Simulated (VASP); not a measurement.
Here is a VASP 6.6.1 calculation.

The input INCAR:

```
ALGO = Normal ; EDIFF = 1E-7
ENCUT = 520 ; GGA = PE
ISIF = 2 ; ISMEAR = -1
LASPH = T ; LCHARG = T
LELF = T ; LREAL = F
LVHAR = T ; LWAVE = F
NBANDS = 11 ; NELM = 60
PREC = Accurate ; SIGMA = 0.02
```

Contents of KPOINTS:

```
k-points
0
Gamma
  8 8 8
```

POSCAR

```
Mg2C
1.0
    0.0000000000      2.5482860610      2.5482860610
    2.5482860610      0.0000000000      2.5482860610
    2.5482860610      2.5482860610      0.0000000000
C Mg
1 2
Direct
    0.0000000000      0.0000000000      0.0000000000
    0.2500000000      0.2500000000      0.2500000000
    0.7500000000      0.7500000000      0.7500000000
```

Potentials or basis: VASP PAW PBE potentials, release 64 (C, Mg).

The run is started by

```bash
$ cat potpaw_PBE.64/C/POTCAR potpaw_PBE.64/Mg/POTCAR > POTCAR
$ mpirun -np 1 vasp_std > vasp.out
```

(1) Predict the band gap on the k mesh.

(2) Estimate the pressure.

Results:

(1) 0.73 eV (least direct gap 2.32 eV).

(2) 28.4 GPa.

Caveat: the cell differs from its parent crystal (strain -6.0%); the cell stands under pressure.
